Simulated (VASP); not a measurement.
# C (P6_422) in VASP: a series of runs

C is run at these levels: PBE; tasks: single point, relaxation of cell and atoms.

All numbers are computed with VASP 6.6.1; they aren't measurements. Logs are shortened: lines on timing, memory, paths and dates and some standing lists are left out, and cuts for length are marked.

**1. The cell of the first run**

The structure is hexagonal, space group P6_422 (No. 181). Conventional cell: a = 3.875 Å, b = 3.875 Å, c = 2.459 Å, α = 90.00°, β = 90.00°, γ = 120.00°. Within 1.9 Å of C (site symmetry 2) lie 3 C at 1.45 to 1.46 Å.

**2. Single point, PBE**

INCAR

```
SYSTEM = C
  PREC = Accurate
  ENCUT = 520
  EDIFF = 1E-7
  ISMEAR = 0
  SIGMA = 0.1
  LREAL = .FALSE.
  LASPH = .TRUE.
  NELM = 60
  ALGO = Normal
  ISIF = 2
  LWAVE = .FALSE.
  LCHARG = .FALSE.
  GGA = PE
  NBANDS = 21
```

KPOINTS

```
Automatic mesh
0
G
  6 6 8
  0 0 0
```

POSCAR

```
C
1.0
    3.8753117800      0.0000000000      0.0000000000
   -1.9376558900      3.3561184500      0.0000000000
    0.0000000000      0.0000000000      2.4590789300
C
6
Direct
    0.3127746600      0.0000000000      0.5000000000
    0.0000000000      0.3127746600      0.8333333300
    0.6872253400      0.6872253400      0.1666666700
    0.6872253400      0.0000000000      0.5000000000
    0.0000000000      0.6872253400      0.8333333300
    0.3127746600      0.3127746600      0.1666666700
```

Potentials or basis: VASP PAW PBE potentials, release 64 (C).

Launch:

```console
cat potpaw_PBE.64/C/POTCAR > POTCAR
mpirun -np 1 vasp_std > vasp.out
```

OUTCAR:

```text
SYSTEM = C
   PREC = Accurate
   ENCUT = 520
   EDIFF = 1E-7
   ISMEAR = 0
   LREAL = .FALSE.
   LASPH = .TRUE.
   NELM = 60
   ISIF = 2
   GGA = PE

 ion  position               nearest neighbor table
   1  0.313  0.000  0.500-   4 1.45   5 1.46   6 1.46   6 2.04   5 2.04
   2  0.000  0.313  0.833-   5 1.45   4 1.46   6 1.46   6 2.04   4 2.04
   3  0.687  0.687  0.167-   6 1.45   4 1.46   5 1.46   5 2.04   4 2.04
   4  0.687  0.000  0.500-   1 1.45   2 1.46   3 1.46   3 2.04   2 2.04
   5  0.000  0.687  0.833-   2 1.45   1 1.46   3 1.46   3 2.04   1 2.04
   6  0.313  0.313  0.167-   3 1.45   1 1.46   2 1.46   2 2.04   1 2.04

  LATTYP: Found a hexagonal cell.
 ALAT       =     3.8753117800
 C/A-ratio  =     0.6345499587

  Lattice vectors:

 A1 = (   3.8753117800,   0.0000000000,   0.0000000000)
 A2 = (  -1.9376558900,   3.3561184500,   0.0000000000)
 A3 = (   0.0000000000,   0.0000000000,   2.4590789300)

Analysis of symmetry for initial positions (statically):
=====================================================================
 Subroutine PRICEL returns:
 Original cell was already a primitive cell.

 Routine SETGRP: Setting up the symmetry group for a
 hexagonal supercell.

 Subroutine GETGRP returns: Found 12 space group operations
 (whereof  4 operations were pure point group operations)
 out of a pool of 24 trial point group operations.

The static configuration has the point symmetry D_2 .
 The point group associated with its full space group is D_6 .

Analysis of symmetry for dynamics (positions and initial velocities):
=====================================================================
 Subroutine PRICEL returns:
 Original cell was already a primitive cell.

 Routine SETGRP: Setting up the symmetry group for a
 hexagonal supercell.

 Subroutine GETGRP returns: Found 12 space group operations
 (whereof  4 operations were pure point group operations)
 out of a pool of 24 trial point group operations.

The dynamic configuration has the point symmetry D_2 .
 The point group associated with its full space group is D_6 .

 Subroutine INISYM returns: Found 12 space group operations
 (whereof  4 operations are pure point group operations),
 and found     1 'primitive' translations

----------------------------------------------------------------------------------------

                                     Primitive cell

  volume of cell :      31.9828

  direct lattice vectors                    reciprocal lattice vectors
     3.875311780  0.000000000  0.000000000     0.258043754  0.148981631  0.000000000
    -1.937655890  3.356118450  0.000000000     0.000000000  0.297963262  0.000000000
     0.000000000  0.000000000  2.459078930     0.000000000  0.000000000  0.406656325

  length of vectors
     3.875311780  3.875311781  2.459078930     0.297963262  0.297963262  0.406656325

  position of ions in fractional coordinates (direct lattice)
     0.312774660  0.000000000  0.500000000
     1.000000000  0.312774660  0.833333330
     0.687225340  0.687225340  0.166666670
     0.687225340  0.000000000  0.500000000
     1.000000000  0.687225340  0.833333330
     0.312774660  0.312774660  0.166666670

  ion indices of the primitive-cell ions
   primitive index   ion index
                 1           1
                 2           2
                 3           3
                 4           4
                 5           5
                 6           6

----------------------------------------------------------------------------------------

 KPOINTS: Automatic mesh

Automatic generation of k-mesh.
 Grid dimensions read from file:
 generate k-points for:    6    6    8

 Generating k-lattice:

  Cartesian coordinates                     Fractional coordinates (reciprocal lattice)
     0.043007292  0.024830272  0.000000000     0.166666667  0.000000000  0.000000000
     0.000000000  0.049660544  0.000000000     0.000000000  0.166666667  0.000000000
     0.000000000  0.000000000  0.050832041     0.000000000  0.000000000  0.125000000

  Length of vectors
     0.049660544  0.049660544  0.050832041

  Shift w.r.t. Gamma in fractional coordinates (k-lattice)
     0.000000000  0.000000000  0.000000000

 Subroutine IBZKPT returns following result:
 ===========================================

 Found     35 irreducible k-points:

 Following reciprocal coordinates:
            Coordinates               Weight
  0.000000  0.000000  0.000000      1.000000
  0.166667 -0.000000  0.000000      6.000000
  0.333333 -0.000000  0.000000      6.000000
  0.500000  0.000000  0.000000      3.000000
  0.166667  0.166667  0.000000      6.000000
  0.333333  0.166667  0.000000     12.000000
[... 16 lines left out ...]
  0.166667 -0.000000  0.375000     12.000000
  0.333333 -0.000000  0.375000     12.000000
 [... further k-points ...]
   k-points           NKPTS =     35   k-points in BZ     NKDIM =     35   number of bands    NBANDS=     21
   number of dos      NEDOS =    301   number of ions     NIONS =      6
   total plane-waves  NPLWV =  16200
   dimension x,y,z NGX =    30 NGY =   30 NGZ =   18
   dimension x,y,z NGXF=    60 NGYF=   60 NGZF=   36
   ions per type =               6
   NGX,Y,Z   is equivalent  to a cutoff of  12.87, 12.87, 12.17 a.u.
   NGXF,Y,Z  is equivalent  to a cutoff of  25.74, 25.74, 24.34 a.u.
 SYSTEM =  C
   PREC   = accura    normal or accurate (medium, high low for compatibility)
   ISTART =      0    job   : 0-new  1-cont  2-samecut
   ICHARG =      2    charge: 1-file 2-atom 10-const
   ISPIN  =      1    spin polarized calculation?
   LNONCOLLINEAR =      F non collinear calculations
   LSORBIT =      F    spin-orbit coupling
   LASPH  =      T    aspherical Exc in radial PAW
   ENCUT  =  520.0 eV  38.22 Ry    6.18 a.u.   7.21  7.21  4.57*2*pi/ulx,y,z
   NELM   =     60;   NELMIN=  2; NELMDL= -5     # of ELM steps
   EDIFF  = 0.1E-06   stopping-criterion for ELM
   LREAL  =      F    real-space projection
   EDIFFG = 0.1E-05   stopping-criterion for IOM
   NSW    =      0    number of steps for IOM
   IBRION =     -1    ionic relax: 0-MD 1-quasi-New 2-CG
   NFREE  =      0    steps in history (QN), initial steepest desc. (CG)
   ISIF   =      2    stress and relaxation
   ISYM   =      2    0-nonsym 1-usesym 2-fastsym
   POTIM  = 0.5000    time-step for ionic-motion
   TEBEG  =    0.0;   TEEND  =   0.0 temperature during run
   PSTRESS=    0.0 pullay stress
   NELECT =      24.0000    total number of electrons
   NUPDOWN=      -1.0000    fix difference up-down
   EMIN   =  10.00;   EMAX   =-10.00  energy-range for DOS
   EFERMI =   0.00;   METHOD = LEGACY
   ISMEAR =     0;   SIGMA  =   0.10  broadening in eV -4-tet -1-fermi 0-gaus
   EFERMI_NEDOS =   21; number of points for ismear=-14 and -15
   IALGO  =     38    algorithm
   IMIX   =      4    mixing-type and parameters
     AMIX     =   0.40;   BMIX     =  1.00
     AMIX_MAG =   1.60;   BMIX_MAG =  1.00
  volume/ion in A,a.u.               =       5.33        35.97
  Fermi-wavevector in a.u.,A,eV,Ry     =   1.487669  2.811288 30.111875  2.213160
  Thomas-Fermi vector in A             =   2.600801
   LORBIT       =      0    0 simple, 1 ext, 2 COOP (PROOUT), +10 PAW based schemes
   GGA     = PE    functional components
   LHFCALC =     F    Hartree Fock is set to
   AEXX    =    0.0000 exact exchange contribution
   IVDW    =     0    specifies the selected vdW correction
   LEPSILON=     F    determine dielectric tensor
   LRPA    =     F    only Hartree local field effects (RPA)
 non-spin polarized calculation
 Gauss-broadening in eV      SIGMA  =   0.10
  energy-cutoff  :      520.00
  volume of cell :       31.98
 maximum number of plane-waves:       903
 NGX is ok and might be reduce to    30
   NGX = 15   NGY = 15   NGZ =  9

 number of electron      24.0000004 magnetization

 Free energy of the ion-electron system (eV)
  ---------------------------------------------------
  ext. energy  EPLUGINS =         0.00000000
  ---------------------------------------------------
  free energy    TOTEN  =       -45.30264380 eV

  energy without entropy =      -45.29605716  energy(sigma->0) =      -45.29935048

 E-fermi :  11.3700     XC(G=0): -13.7456

 val. band max:       11.3624812841   @ k =   0.0000   0.0000   0.0000
 cond. band min:      11.3884996719   @ k =   0.0000   0.0000   0.3750
 fundamental gap:      0.0260183878
 Fermi energy:        11.3700396344

 k-point     1 :       0.0000    0.0000    0.0000
  band No.  band energies     occupation
      1     -11.8123      2.00000
      2      -2.5837      2.00000
      3      -2.5837      2.00000
      4      -2.3420      2.00000
      5      -2.3420      2.00000
      6      -1.3164      2.00000
[... 13 lines left out ...]
     20      23.2131      0.00000
     21      24.6391      0.00000

 k-point     2 :       0.1667   -0.0000    0.0000
  band No.  band energies     occupation
      1     -11.5287      2.00000
      2      -4.8668      2.00000
      3      -3.6828      2.00000
      4      -2.6494      2.00000
      5      -0.8095      2.00000
      6       0.5945      2.00000
[... 13 lines left out ...]
     20      23.0582      0.00000
     21      23.4458      0.00000

 k-point     3 :       0.3333   -0.0000    0.0000
  band No.  band energies     occupation
      1     -10.6931      2.00000
      2      -7.2201      2.00000
      3      -4.4218      2.00000
      4      -3.3217      2.00000
      5       1.1845      2.00000
      6       2.7624      2.00000
[... 13 lines left out ...]
     20      23.0179      0.00000
     21      23.8137      0.00000
[... 457 lines left out ...]
 k-point    23 :       0.1667   -0.0000    0.3750
  band No.  band energies     occupation
      1      -8.8157      2.00000
      2      -4.5667      2.00000
      3      -2.3506      2.00000
      4      -1.1937      2.00000
      5      -0.0921      2.00000
      6       1.3353      2.00000
[... 13 lines left out ...]
     20      24.6667      0.00000
     21      25.4446      0.00000

 k-point    24 :       0.3333   -0.0000    0.3750
  band No.  band energies     occupation
      1      -8.0070      2.00000
      2      -4.9241      2.00000
      3      -3.5602      2.00000
      4      -2.1048      2.00000
      5      -0.5108      2.00000
      6       0.6301      2.00000
[... 13 lines left out ...]
     20      24.0871      0.00000
     21      25.2293      0.00000

 [... further k-points ...]

------------------------ aborting loop because EDIFF is reached ----------------------------------------

  FORCE on cell =-STRESS in cart. coord.  units (eV):
  Direction    XX          YY          ZZ          XY          YZ          ZX
  --------------------------------------------------------------------------------------
  -------------------------------------------------------------------------------------
  Total       13.7987100     13.7987100      8.5576102     -0.0000000     -0.0000000      0.0000000
  in kB      691.2460661    691.2460664    428.6932874     -0.0000000     -0.0000000      0.0000000
  external PRESSURE =     603.7284733 kB  Pullay stress =       0.0000000 kB

 VOLUME and BASIS-vectors are now :
 -----------------------------------------------------------------------------
  energy-cutoff  :      520.00
  volume of cell :       31.98
      direct lattice vectors                 reciprocal lattice vectors
     3.875311780  0.000000000  0.000000000     0.258043754  0.148981631  0.000000000
    -1.937655890  3.356118450  0.000000000     0.000000000  0.297963262  0.000000000
     0.000000000  0.000000000  2.459078930     0.000000000  0.000000000  0.406656325

 POSITION                                       TOTAL-FORCE (eV/Angst)
 -----------------------------------------------------------------------------------
      1.21210      0.00000      1.22954         1.285967      0.000000     -0.000000
     -0.60605      1.04971      2.04923        -0.642983      1.113680      0.000000
      1.33161      2.30641      0.40985        -0.642983     -1.113680     -0.000000
      2.66321      0.00000      1.22954        -1.285967      0.000000     -0.000000
     -1.33161      2.30641      2.04923         0.642983     -1.113680      0.000000
      0.60605      1.04971      0.40985         0.642983      1.113680     -0.000000
 -----------------------------------------------------------------------------------
    total drift:                               -0.000000      0.000000     -0.000007

  FREE ENERGIE OF THE ION-ELECTRON SYSTEM (eV)
  ---------------------------------------------------
  free  energy   TOTEN  =       -45.3026437996 eV

  energy  without entropy=      -45.2960571611  energy(sigma->0) =      -45.29935048
```

Run time: 24 s. Hardware: 1 thread of Intel Xeon Platinum 8259CL at 2.50GHz (Skylake/Cascade Lake), shared host; peak memory 0.14 GiB.

Results:

```yaml
Free_energy: -45.3026 eV
Pressure: 60.4 GPa
Largest_force: 1.286 eV/Å
Band_gap_on_the_k_mesh: zero (band 12 reaches 12.21 eV, above the bottom of band 13 at 8.39 eV)
```

Forces on the atoms (eV/Å):
```
C    1.286  0.000  0.000
C   -0.643  1.114  0.000
C   -0.643 -1.114  0.000
C   -1.286  0.000  0.000
C    0.643 -1.114  0.000
C    0.643  1.114  0.000
```

Caveat: forces of over 1 eV/Å act on the atoms, so gaps and moduli don't describe the material at rest.

**3. Single point, PBE**

This run uses another cell than the first one, of 5.99 Å³/atom, 1.124 times its volume.

INCAR

```
PREC = Accurate
ENCUT = 520
EDIFF = 1E-6
ISMEAR = 0
SIGMA = 0.1
LREAL = False
LASPH = True
NELM = 80
ALGO = Normal
ISIF = 2
LWAVE = False
LCHARG = False
GGA = PE
NBANDS = 21
```

KPOINTS

```
Automatic mesh
0
Gamma
  6 6 8
```

POSCAR

```
C
1.0
    4.0742998918      0.0000000000      0.0000000000
   -2.0371499459      3.5284472089      0.0000000000
    0.0000000000      0.0000000000      2.5007923425
C
6
Direct
    0.3201207980      0.0000000000      0.5000000000
    0.0000000000      0.3201207980      0.8333333333
    0.6798792020      0.6798792020      0.1666666667
    0.6798792020      0.0000000000      0.5000000000
    0.0000000000      0.6798792020      0.8333333333
    0.3201207980      0.3201207980      0.1666666667
```

Potentials or basis: VASP PAW PBE potentials, release 64 (C).

Launch:

```console
cat potpaw_PBE.64/C/POTCAR > POTCAR
mpirun -np 1 vasp_std > vasp.out
```

It took 22 s on 1 thread of Intel Xeon Platinum 8259CL at 2.50GHz (Skylake/Cascade Lake), shared host; peak memory 0.15 GiB.

The run converged. Its results:

| Property | Result |
| --- | --- |
| Free energy | -46.1431 eV |
| Pressure | 0.6 GPa |
| Largest force | 0.023 eV/Å |
| Band gap on the k mesh | zero (band 12 reaches 11.17 eV, above the bottom of band 13 at 6.92 eV) |

Forces on the atoms (eV/Å):
```
C   -0.023  0.000  0.000
C    0.012 -0.020  0.000
C    0.012  0.020  0.000
C    0.023  0.000  0.000
C   -0.012  0.020  0.000
C   -0.012 -0.020  0.000
```

Stress tensor (GPa, compression positive):
```
0.60 0.00 0.00
0.00 0.60 0.00
0.00 0.00 0.51
```

Levels at points of the mesh, in eV from the Fermi level:
| k point | band 8 | band 9 | band 10 | band 11 | band 12 | band 13 | band 14 | band 15 | band 16 | band 17 |
| --- | --- | --- | --- | --- | --- | --- | --- | --- | --- | --- |
| (0.00, 0.00, 0.00) | -4.29 | -4.29 | -0.14 | -0.14 | 1.43 | 2.02 | 2.96 | 2.96 | 8.62 | 8.62 |
| (0.50, 0.00, 0.00) | -6.23 | -5.96 | -0.91 | 0.05 | 0.08 | 0.16 | 2.53 | 3.82 | 6.13 | 9.58 |
| (0.00, 0.00, 0.50) | -9.36 | -8.26 | -6.53 | -3.69 | -3.69 | -2.17 | -2.17 | 6.96 | 7.87 | 9.13 |
| (0.50, 0.00, 0.50) | -9.30 | -5.40 | -5.29 | -2.84 | -1.90 | 1.11 | 2.47 | 3.98 | 4.01 | 6.17 |

**4. Relaxation of cell and atoms, PBE**

INCAR

```
SYSTEM = C
  PREC = Accurate
  ENCUT = 600
  EDIFF = 1E-6
  ISMEAR = 0
  SIGMA = 0.1
  LREAL = .False.
  LASPH = .True.
  NELM = 80
  ALGO = Normal
  ISIF = 3
  LWAVE = .False.
  LCHARG = .False.
  GGA = PE
  IBRION = 2
  NSW = 90
  EDIFFG = -0.04
```

KPOINTS

```
regular mesh
0
Gamma
  6 6 8
  0 0 0
```

POSCAR

```
C
1.0
    3.8753117800      0.0000000000      0.0000000000
   -1.9376558900      3.3561184500      0.0000000000
    0.0000000000      0.0000000000      2.4590789300
C
6
Direct
    0.3127746600      0.0000000000      0.5000000000
    0.0000000000      0.3127746600      0.8333333300
    0.6872253400      0.6872253400      0.1666666700
    0.6872253400      0.0000000000      0.5000000000
    0.0000000000      0.6872253400      0.8333333300
    0.3127746600      0.3127746600      0.1666666700
```

Launch:

```console
cat potpaw_PBE.64/C/POTCAR > POTCAR
mpirun -np 1 vasp_std > vasp.out
```

Run time: 92 s. Hardware: 1 thread of Intel Xeon Platinum 8259CL at 2.50GHz (Skylake/Cascade Lake), shared host; peak memory 0.15 GiB.

Results (log left out):

```yaml
Free_energy: -46.1408 eV
Relaxed_volume: 5.99 Å³/atom
Relaxed_cell: a = 4.075 Å, b = 4.075 Å, c = 2.501 Å, α = 90.00°, β = 90.00°, γ = 120.00°
Space_group_after_relaxing_to_0.05_Å: P6_422 (No. 181)
Energy_gained_by_relaxing: 137.3 meV/atom
Ionic_steps: 9
Pressure_after_relaxing: 0.2 GPa
Largest_force_after_relaxing: 0.014 eV/Å
Band_gap_on_the_k_mesh: zero (band 12 reaches 11.17 eV, above the bottom of band 13 at 6.91 eV)
```

Forces in eV/Å, atoms in the order of the input:
```
C   -0.014  0.000  0.000
C    0.007 -0.012  0.000
C    0.007  0.012  0.000
C    0.014  0.000  0.000
C   -0.007  0.012  0.000
C   -0.007 -0.012  0.000
```

The path:
```tsv
step	energy change (eV)	largest force (eV/Å)	pressure (GPa)	volume (Å³)
1	0.0000	1.2842	59.69	31.98
2	0.2007	0.9993	-40.56	42.06
3	-0.8108	0.3127	-0.81	36.24
4	-0.8117	0.2889	0.46	36.11
5	-0.8116	0.2721	1.36	36.03
6	-0.8041	0.5316	-3.48	36.27
7	-0.8202	0.0860	-0.79	36.13
8	-0.8233	0.0386	-0.22	36.03
9	-0.8239	0.0136	0.21	35.96
```

Final structure:
```cif
data_structure
_symmetry_space_group_name_H-M 'P 1'
_symmetry_Int_Tables_number 1
_cell_length_a 4.0748
_cell_length_b 4.0748
_cell_length_c 2.5011
_cell_angle_alpha 90.000
_cell_angle_beta 90.000
_cell_angle_gamma 120.000
_cell_volume 35.96
loop_
_atom_site_label
_atom_site_type_symbol
_atom_site_fract_x
_atom_site_fract_y
_atom_site_fract_z
_atom_site_occupancy
C1 C 0.32008 0.00000 0.50000 1
C2 C 0.00000 0.32008 0.83333 1
C3 C 0.67992 0.67992 0.16667 1
C4 C 0.67992 0.00000 0.50000 1
C5 C 0.00000 0.67992 0.83333 1
C6 C 0.32008 0.32008 0.16667 1
```

Levels at points of the mesh, in eV from the Fermi level:
```csv
k point,band 9,band 10,band 11,band 12,band 13,band 14,band 15,band 16
"(0.00, 0.00, 0.00)",-4.29,-0.14,-0.14,1.43,2.02,2.96,2.96,8.62
"(0.50, 0.00, 0.00)",-5.95,-0.91,0.05,0.08,0.16,2.52,3.82,6.12
"(0.00, 0.00, 0.50)",-8.26,-6.53,-3.69,-3.69,-2.17,-2.17,6.95,7.87
"(0.50, 0.00, 0.50)",-5.40,-5.29,-2.84,-1.90,1.11,2.46,3.98,4.01
```

[end of part 1 of 2]
